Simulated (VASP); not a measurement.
Runs of VASP 6.6.1 on InSb. The structure is that of space group I4/mmm (No. 139), or close to it. The cells are those of the table. 

| cell | gap on the mesh (eV) | pressure (GPa) |
| --- | --- | --- |
| a = 4.486, b = 4.486, c = 4.206 Å, angles 62.0, 62.0, 55.9°, 2 atoms | none | (a) |
| a = 4.284, b = 4.284, c = 4.654 Å, angles 57.1, 57.1, 65.8°, 2 atoms | none | 0.2 |
| a = 4.340, b = 4.340, c = 4.469 Å, angles 59.0, 59.0, 62.0°, 2 atoms | none | -3.2 |
| a = 4.308, b = 4.308, c = 4.561 Å, angles 58.0, 58.0, 63.9°, 2 atoms | none | -2.0 |

Alike in all rows: task single point; level PBEsol; potentials or basis VASP PAW PBE potentials, release 64 (In_d, Sb); no spin polarisation; k mesh 14 × 14 × 14; cutoff (eV) 520; smearing gaussian 0.15 eV.

Q: Estimate the missing entries.

A: (a) -2.3.

Caveats: the PAW data sets were made with another functional, which shifts forces and pressure a little; spin-orbit coupling is left out, which moves the levels of the heavy elements; the stress differs along the axes, from -6 to -0 GPa (at least some runs); the stress differs along the axes, from -6 to 12 GPa (at least some runs); the cell stands under tension (at least some runs); the stress differs along the axes, from -6 to 5 GPa (at least some runs).

A k mesh can miss the band edges, and the runs leave out spin-orbit coupling on In, Sb.

A gap of «none» marks levels without a gap at the run's occupations.
